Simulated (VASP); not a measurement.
# MgI2 (Cm) in VASP: notebook

Runs on MgI2. Level: PBE. Tasks: single point.

All numbers are computed with VASP 6.6.1; they aren't measurements. Logs are shortened: lines on timing, memory, paths and dates and some standing lists are left out, and cuts for length are marked.

## 1. The cell of the first run

Symmetry: Cm, No. 8, monoclinic system. Conventional cell: a = 7.194 Å, b = 4.154 Å, c = 6.862 Å, α = 90.00°, β = 90.00°, γ = 90.00°. Mg (site symmetry m) has 6 I at 2.63 to 3.24 Å within 3.5 Å. Within 3.5 Å of I (site symmetry m) lie 3 Mg at 2.63 to 2.96 Å. I (site symmetry m) has 3 Mg at 2.94 to 3.24 Å within 3.9 Å.

## 2. Single point, PBE

The input, INCAR:

```
SYSTEM = MgI2
PREC = Accurate
ENCUT = 520
EDIFF = 1E-6
ISMEAR = 0
SIGMA = 0.05
LREAL = .False.
LASPH = .True.
NELM = 60
ALGO = Normal
ISIF = 2
LWAVE = .False.
LCHARG = .False.
GGA = PE
NBANDS = 15
```

The input, KPOINTS:

```
regular mesh
0
Gamma
  6 6 4
  0 0 0
```

The input, POSCAR:

```
MgI2
1.0
    4.1537001214      0.0000000000      0.0000000000
   -2.0768500607      3.5972098248      0.0000000000
    0.0000000000      0.0000000000      6.8620000000
Mg I
1 2
Direct
    0.0000000000      0.0000000000      0.0000000000
    0.2622062337      0.6311031168      0.8093472254
    0.5955395670      0.2977697835      0.2940872254
```

Potentials or basis: VASP PAW PBE potentials, release 64 (Mg, I).

Run with:

```bash
$ cat potpaw_PBE.64/Mg/POTCAR potpaw_PBE.64/I/POTCAR > POTCAR
$ mpirun -np 1 vasp_std > vasp.out
```

OUTCAR:

```text
SYSTEM = MgI2
   PREC = Accurate
   ENCUT = 520
   EDIFF = 1E-6
   ISMEAR = 0
   LREAL = .False.
   LASPH = .True.
   NELM = 60
   ISIF = 2
   GGA = PE

 ion  position               nearest neighbor table
   1  0.000  0.000  0.000-   2 2.63   2 2.63   3 2.94   2 2.96   3 3.24   3 3.24
   2  0.262  0.631  0.809-   1 2.63   1 2.63   1 2.96
   3  0.596  0.298  0.294-   1 2.94   1 3.24   1 3.24

  LATTYP: Found a hexagonal cell.
 ALAT       =     4.1537001214
 C/A-ratio  =     1.6520210413

  Lattice vectors:

 A1 = (   4.1537001214,   0.0000000000,   0.0000000000)
 A2 = (  -2.0768500607,   3.5972098248,   0.0000000000)
 A3 = (   0.0000000000,   0.0000000000,   6.8620000000)

Analysis of symmetry for initial positions (statically):
=====================================================================
 Subroutine PRICEL returns:
 Original cell was already a primitive cell.

 Routine SETGRP: Setting up the symmetry group for a
 hexagonal supercell.

 Subroutine GETGRP returns: Found  2 space group operations
 (whereof  2 operations were pure point group operations)
 out of a pool of 24 trial point group operations.

The static configuration has the point symmetry C_1h.

Analysis of symmetry for dynamics (positions and initial velocities):
=====================================================================
 Subroutine PRICEL returns:
 Original cell was already a primitive cell.

 Routine SETGRP: Setting up the symmetry group for a
 hexagonal supercell.

 Subroutine GETGRP returns: Found  2 space group operations
 (whereof  2 operations were pure point group operations)
 out of a pool of 24 trial point group operations.

The dynamic configuration has the point symmetry C_1h.

 Subroutine INISYM returns: Found  2 space group operations
 (whereof  2 operations are pure point group operations),
 and found     1 'primitive' translations

----------------------------------------------------------------------------------------

                                     Primitive cell

  volume of cell :     102.5302

  direct lattice vectors                    reciprocal lattice vectors
     4.153700121  0.000000000  0.000000000     0.240749205  0.138996618  0.000000000
    -2.076850061  3.597209825  0.000000000     0.000000000  0.277993236  0.000000000
     0.000000000  0.000000000  6.862000000     0.000000000  0.000000000  0.145730108

  length of vectors
     4.153700121  4.153700121  6.862000000     0.277993236  0.277993236  0.145730108

  position of ions in fractional coordinates (direct lattice)
     0.000000000  0.000000000  0.000000000
     0.262206234  0.631103117  0.809347225
     0.595539567  0.297769784  0.294087225
[... 93 lines left out ...]
   ISMEAR =     0;   SIGMA  =   0.05  broadening in eV -4-tet -1-fermi 0-gaus
   EFERMI_NEDOS =   21; number of points for ismear=-14 and -15
   IALGO  =     38    algorithm
   IMIX   =      4    mixing-type and parameters
     AMIX     =   0.40;   BMIX     =  1.00
     AMIX_MAG =   1.60;   BMIX_MAG =  1.00
  volume/ion in A,a.u.               =      34.18       230.64
  Fermi-wavevector in a.u.,A,eV,Ry     =   0.881382  1.665571 10.569477  0.776835
  Thomas-Fermi vector in A             =   2.001871
   LORBIT       =      0    0 simple, 1 ext, 2 COOP (PROOUT), +10 PAW based schemes
   GGA     = PE    functional components
   LHFCALC =     F    Hartree Fock is set to
   AEXX    =    0.0000 exact exchange contribution
   IVDW    =     0    specifies the selected vdW correction
   LEPSILON=     F    determine dielectric tensor
   LRPA    =     F    only Hartree local field effects (RPA)
 non-spin polarized calculation
 Gauss-broadening in eV      SIGMA  =   0.05
  energy-cutoff  :      520.00
  volume of cell :      102.53
 maximum number of plane-waves:      2798
   NGX = 15   NGY = 15   NGZ = 25

 number of electron      15.9999999 magnetization

 Free energy of the ion-electron system (eV)
  ---------------------------------------------------
  ext. energy  EPLUGINS =         0.00000000
  ---------------------------------------------------
  free energy    TOTEN  =        -7.24553264 eV

  energy without entropy =       -7.24553264  energy(sigma->0) =       -7.24553264

 E-fermi :   3.2531     XC(G=0):  -8.2064

 val. band max:        3.0238309058   @ k =   0.0000   0.0000   0.0000
 cond. band min:       5.6555008806   @ k =   0.5000   0.0000   0.2500
 fundamental gap:      2.6316699748
 Fermi energy:         3.2531064424

 k-point     1 :       0.0000    0.0000    0.0000
  band No.  band energies     occupation
      1     -10.3693      2.00000
      2      -8.5475      2.00000
      3      -1.2872      2.00000
      4       0.7972      2.00000
      5       1.2073      2.00000
      6       2.3723      2.00000
      7       2.8812      2.00000
      8       3.0238      2.00000
      9       5.7013      0.00000
     10       7.2078      0.00000
     11       8.4641      0.00000
     12       8.7633      0.00000
     13       9.8309      0.00000
     14      10.5451      0.00000
[... 401 lines left out ...]
      2      -8.1815      2.00000
      3      -2.0788      2.00000
      4      -0.3685      2.00000
      5       0.3672      2.00000
      6       0.8249      2.00000
      7       1.7179      2.00000
      8       2.3396      2.00000
      9       5.6983      0.00000
     10       7.0555      0.00000
     11       8.7307      0.00000
     12       9.1066      0.00000
     13       9.6986      0.00000
     14      11.1615      0.00000
     15      12.8749      0.00000

 [... further k-points ...]

------------------------ aborting loop because EDIFF is reached ----------------------------------------

  FORCE on cell =-STRESS in cart. coord.  units (eV):
  Direction    XX          YY          ZZ          XY          YZ          ZX
  --------------------------------------------------------------------------------------
  -------------------------------------------------------------------------------------
  Total        1.6627703      2.7360982      1.0064424     -0.9295292     -0.3628857     -0.6285363
  in kB       25.9831156     42.7553671     15.7270724    -14.5251958     -5.6705970     -9.8217596
  external PRESSURE =      28.1551850 kB  Pullay stress =       0.0000000 kB

 VOLUME and BASIS-vectors are now :
 -----------------------------------------------------------------------------
  energy-cutoff  :      520.00
  volume of cell :      102.53
      direct lattice vectors                 reciprocal lattice vectors
     4.153700121  0.000000000  0.000000000     0.240749205  0.138996618  0.000000000
    -2.076850061  3.597209825  0.000000000     0.000000000  0.277993236  0.000000000
     0.000000000  0.000000000  6.862000000     0.000000000  0.000000000  0.145730108

 POSITION                                       TOTAL-FORCE (eV/Angst)
 -----------------------------------------------------------------------------------
      0.00000      0.00000      0.00000        -0.638489     -0.368632      2.069842
     -0.22158      2.27021      5.55374         0.575836      0.332459     -1.383215
      1.85527      1.07114      2.01803         0.062654      0.036173     -0.686627
 -----------------------------------------------------------------------------------
    total drift:                               -0.000141     -0.000081      0.000358

  FREE ENERGIE OF THE ION-ELECTRON SYSTEM (eV)
  ---------------------------------------------------
  free  energy   TOTEN  =        -7.2455326404 eV

  energy  without entropy=       -7.2455326404  energy(sigma->0) =       -7.24553264
```

OSZICAR:

```text
N       E                     dE             d eps       ncg     rms          rms(c)
DAV:   1     0.763208682625E+02    0.76321E+02   -0.58429E+03  1410   0.843E+02
DAV:   2    -0.156074235869E+01   -0.77882E+02   -0.70437E+02  1881   0.133E+02
DAV:   3    -0.739275971931E+01   -0.58320E+01   -0.58075E+01  1907   0.418E+01
DAV:   4    -0.750580487075E+01   -0.11305E+00   -0.11304E+00  2038   0.691E+00
DAV:   5    -0.750659998494E+01   -0.79511E-03   -0.79510E-03  1970   0.534E-01    0.412E+00
DAV:   6    -0.730746344860E+01    0.19914E+00   -0.12891E-01  1865   0.228E+00    0.276E+00
DAV:   7    -0.724858767754E+01    0.58876E-01   -0.21112E-01  1922   0.267E+00    0.819E-01
DAV:   8    -0.724581582003E+01    0.27719E-02   -0.36520E-02  1543   0.104E+00    0.439E-01
DAV:   9    -0.724564658370E+01    0.16924E-03   -0.18419E-03  1956   0.314E-01    0.135E-01
DAV:  10    -0.724552250912E+01    0.12407E-03   -0.70163E-04  1550   0.146E-01    0.440E-02
DAV:  11    -0.724552892593E+01   -0.64168E-05   -0.30238E-05  1956   0.352E-02    0.229E-02
DAV:  12    -0.724553226789E+01   -0.33420E-05   -0.29327E-05  1825   0.364E-02    0.112E-02
DAV:  13    -0.724553264042E+01   -0.37254E-06   -0.41072E-06  1746   0.108E-02
   1 F= -.72455326E+01 E0= -.72455326E+01  d E =-.257670E-12
```

stdout:

```text
POSCAR found type information on POSCAR MgI
 POSCAR found :  2 types and       3 ions
 scaLAPACK will be used
 LDA part: xc-table for (Slater+PW92), standard interpolation
 POSCAR, INCAR and KPOINTS ok, starting setup
 FFT: planning ... GRIDC
 FFT: planning ... GRID_SOFT
 FFT: planning ... GRID
 WAVECAR not read
 entering main loop
```

It took 94 s on 1 thread of Intel Xeon 8259CL, shared host; peak memory 0.26 GiB.

Results:

```
Free energy            : -7.2455 eV
Pressure               : 2.8 GPa
Largest force          : 2.197 eV/Å
Band gap on the k mesh : 2.63 eV (least direct gap 2.68 eV)
```

Forces on the atoms (eV/Å):
```
Mg  -0.638 -0.369  2.070
I    0.576  0.332 -1.383
I    0.063  0.036 -0.687
```

Levels at points of the mesh, in eV from the valence-band top:
| k point | band 5 | band 6 | band 7 | band 8 | band 9 | band 10 | band 11 | band 12 |
| --- | --- | --- | --- | --- | --- | --- | --- | --- |
| (0.00, 0.00, 0.00) | -1.82 | -0.65 | -0.14 | 0.00 | 2.68 | 4.18 | 5.44 | 5.74 |
| (0.50, 0.00, 0.00) | -2.92 | -2.52 | -1.44 | -0.57 | 2.67 | 4.03 | 5.55 | 6.25 |
| (0.00, 0.50, 0.00) | -2.69 | -2.50 | -1.45 | -0.63 | 2.74 | 4.17 | 5.33 | 6.34 |
| (0.00, 0.00, 0.50) | -2.04 | -1.78 | -0.17 | -0.01 | 3.25 | 4.69 | 5.34 | 5.58 |
| (0.50, 0.00, 0.50) | -2.88 | -1.85 | -1.27 | -0.68 | 2.70 | 3.91 | 5.03 | 5.94 |
| (0.00, 0.50, 0.50) | -2.63 | -1.83 | -1.30 | -0.74 | 2.72 | 4.02 | 5.15 | 5.75 |

Caveat: the cell differs from its parent crystal (all I atoms moved +0.438 Å, as atom 2 towards its neighbour atom 3 (I) at 4.101 Å); spin-orbit coupling is left out, which moves the levels of the heavy elements; this functional lacks dispersion, which binds the layers, so the pressure and a relaxed spacing across them are unreliable; forces of over 1 eV/Å act on the atoms, so gaps and moduli don't describe the material at rest. A k mesh can miss the band edges.

## 3. Single point, PBE

The input, INCAR:

```
SYSTEM = MgI2
ALGO     = Normal         ! electronic algorithm
EDIFF    = 1E-6           ! SCF threshold, eV
ENCUT    = 520            ! plane-wave cutoff, eV
GGA      = PE             ! functional
ISIF     = 2              ! what is computed and relaxed
ISMEAR   = 0              ! smearing method
LASPH    = .True.         ! aspherical terms in the spheres
LCHARG   = .False.        ! write CHGCAR
LREAL    = .False.        ! projectors in reciprocal space
LWAVE    = .False.        ! write WAVECAR
NBANDS   = 15             ! bands
NELM     = 100            ! most SCF steps
PREC     = Accurate       ! precision mode
SIGMA    = 0.05           ! smearing width, eV
```

The input, KPOINTS:

```
k-points
0
Gamma
  6 6 4
  0 0 0
```

The input, POSCAR:

```
MgI2
1.0
    4.1537001214      0.0000000000      0.0000000000
   -2.0768500607      3.5972098248      0.0000000000
    0.0000000000      0.0000000000      6.8620000000
Mg I
1 2
Direct
    0.0000000000      0.0000000000      0.0000000000
    0.2825282622      0.6412641311      0.7945708753
    0.6158615955      0.3079307977      0.2793108753
```

Potentials or basis: VASP PAW PBE potentials, release 64 (Mg, I).

Run with:

```bash
$ cat potpaw_PBE.64/Mg/POTCAR potpaw_PBE.64/I/POTCAR > POTCAR
$ mpirun -np 1 vasp_std > vasp.out
```

Wall time 98 s (1 thread of Intel Xeon 8259CL, shared host); peak memory 0.26 GiB.

It converged, with:

```yaml
Free_energy: -7.4690 eV
Pressure: 2.0 GPa
Largest_force: 1.539 eV/Å
Band_gap_on_the_k_mesh: 2.96 eV (least direct gap 3.06 eV)
```

Forces on the atoms (eV/Å):
```
Mg  -0.429 -0.248  1.456
I    0.349  0.202 -0.924
I    0.080  0.046 -0.533
```

Stress tensor (GPa, compression positive):
```
 1.87 -0.72 -0.53
-0.72  2.70 -0.31
-0.53 -0.31  1.51
```

Levels at points of the mesh, in eV from the valence-band top:
```
           k point  band 5  band 6  band 7  band 8  band 9  band 10  band 11  band 12
(0.00, 0.00, 0.00)   -1.36   -0.43   -0.12    0.00    3.06     4.37     5.89     6.08
(0.50, 0.00, 0.00)   -2.35   -2.33   -1.28   -0.55    3.03     4.42     5.56     6.48
(0.00, 0.50, 0.00)   -2.35   -2.20   -1.28   -0.60    3.07     4.54     5.40     6.53
(0.00, 0.00, 0.50)   -1.60   -1.33   -0.15   -0.02    3.71     4.78     5.75     5.91
(0.50, 0.00, 0.50)   -2.30   -1.62   -1.13   -0.68    3.01     4.35     5.26     5.96
(0.00, 0.50, 0.50)   -2.15   -1.61   -1.14   -0.73    3.02     4.44     5.34     5.83
```

Caveat: the cell differs from its parent crystal (all I atoms moved +0.312 Å, as atom 2 towards its neighbour atom 3 (I) at 4.101 Å); spin-orbit coupling is left out, which moves the levels of the heavy elements; this functional lacks dispersion, which binds the layers, so the pressure and a relaxed spacing across them are unreliable; forces of over 1 eV/Å act on the atoms, so gaps and moduli don't describe the material at rest.
